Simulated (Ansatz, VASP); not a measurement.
Two plane-wave programs on Ni

```
Ni
1.0
     0.00000    1.75930    1.75930
     1.75930    0.00000    1.75930
     1.75930    1.75930    0.00000
Ni
1
Direct
  0.00000 0.00000 0.00000
```

Alike in both runs: functional PBE; k mesh 20 × 20 × 20; occupations gaussian, width 0.1 eV; collinear spin.

Ansatz relaxed the structure, and its values are those at the end. VASP's run is a single point on that final structure, the one shown.

```csv
,VASP,Ansatz
version,VASP 6.6.1,Ansatz 0.2.0
potentials or method,"VASP PAW PBE potentials, release 64 (Ni), cutoff 520 eV","scalar-relativistic, plane waves, PAW"
valence electrons in the cell,10,18
```

Ansatz gave:

* gap on the k mesh at the Fermi level (eV): none
* pressure (GPa): 0.0
* net moment per atom (μB): 0.64
* size of the moment on the site where the two differ most (μB): 0.68

Problem. Which values does VASP return?

Solution. gap on the k mesh at the Fermi level (eV): none; pressure (GPa): 0.0; net moment per atom (μB): 0.63; size of the moment on the site where the two differ most (μB): 0.64.

Site moments also hang on the region over which each program counts them. A gap of «none» marks a metal or a gap that the smearing closes. The functional is the same, so the differences come from potentials, cutoffs and numerics. VASP's potentials hold 10 valence electrons a cell and Ansatz's 18, so a difference there can come from the potentials and not from the codes.
